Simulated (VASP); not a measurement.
Sc, 2 atoms in the cell. The structure is hexagonal, space group P6_3/mmc (No. 194). Conventional cell: a = 3.307 Å, b = 3.307 Å, c = 5.270 Å, α = 90.00°, β = 90.00°, γ = 120.00°. Within 4.3 Å of Sc (site symmetry -6m2) lie 12 Sc at 3.25 to 3.31 Å. 

```yaml
Program: VASP 6.6.1
Task: single point
Functional: r2SCAN
Potentials_or_basis: VASP PAW PBE potentials, release 64 (Sc_sv)
Cutoff: 520 eV
k_mesh: 16 × 16 × 9
Occupations: fermi-dirac, width 0.05 eV
Spin: no spin polarisation
Dipole_correction: no
Further_INCAR_settings: ALGO = Normal; EDIFF = 1e-06; NBANDS = 18
```

Potentials or basis: VASP PAW PBE potentials, release 64 (Sc_sv).

Run with:

```console
$ cat potpaw_PBE.64/Sc_sv/POTCAR > POTCAR
$ cp INCAR.step1 INCAR
$ mpirun -np 1 vasp_std > vasp.out
$ cp INCAR.step2 INCAR
$ mpirun -np 1 vasp_std > vasp.out
```

Hardware: 1 thread of AMD EPYC 7R13 Processor (Zen 3) (shared host).

Question: Estimate the wall time of this run.

Answer: Wall time 8.1 min on 1 thread of AMD EPYC 7R13 Processor (Zen 3) (shared host), peak memory 0.23 GiB. Counts: k points 150.
